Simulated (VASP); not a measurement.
A run of VASP 6.6.1 is set up as follows.

The input INCAR:

```
PREC = Accurate
ENCUT = 600
EDIFF = 1E-6
ISMEAR = 0
SIGMA = 0.1
LREAL = False
LASPH = True
NELM = 60
ALGO = Normal
ISIF = 3
LWAVE = False
LCHARG = False
GGA = PE
IBRION = 2
NSW = 90
EDIFFG = -0.04
```

The input KPOINTS:

```
regular mesh
0
Gamma
  6 6 6
```

File POSCAR:

```
GeCl2
1.0
    4.9429442088      0.0000000000      0.0000000000
   -2.4714721044      4.2807152543      0.0000000000
    0.0000000000      0.0000000000      3.6911086872
Ge Cl
1 2
Direct
    0.0000000000      0.0000000000      0.7770352388
    0.3333333333      0.6666666667      0.7553096606
    0.6666666667      0.3333333333      0.7553096606
```

Potentials or basis: VASP PAW PBE potentials, release 64 (Ge_d, Cl).

The run is started by

```console
$ cat potpaw_PBE.64/Ge_d/POTCAR potpaw_PBE.64/Cl/POTCAR > POTCAR
$ mpirun -np 1 vasp_std > vasp.out
```

What does it give for the space group after relaxing (to 0.1 Å)?

P6mm (No. 183).

What does it give for the relaxed volume?

37.45 Å³/atom.

Estimate the relaxed cell.

a = 4.979 Å, b = 4.979 Å, c = 5.233 Å, α = 90.00°, β = 90.00°, γ = 120.00°.

Final structure:
```
CELL_PARAMETERS angstrom
4.97910 0.00000 0.00000
-2.48955 4.31203 0.00000
0.00000 0.00000 5.23285
ATOMIC_POSITIONS crystal
Ge 0.00000 0.00000 0.77837
Cl 0.33333 0.66667 0.75464
Cl 0.66667 0.33333 0.75464
```

Caveat: the volume moved by over 15 % at a fixed basis, so the end points are rough.
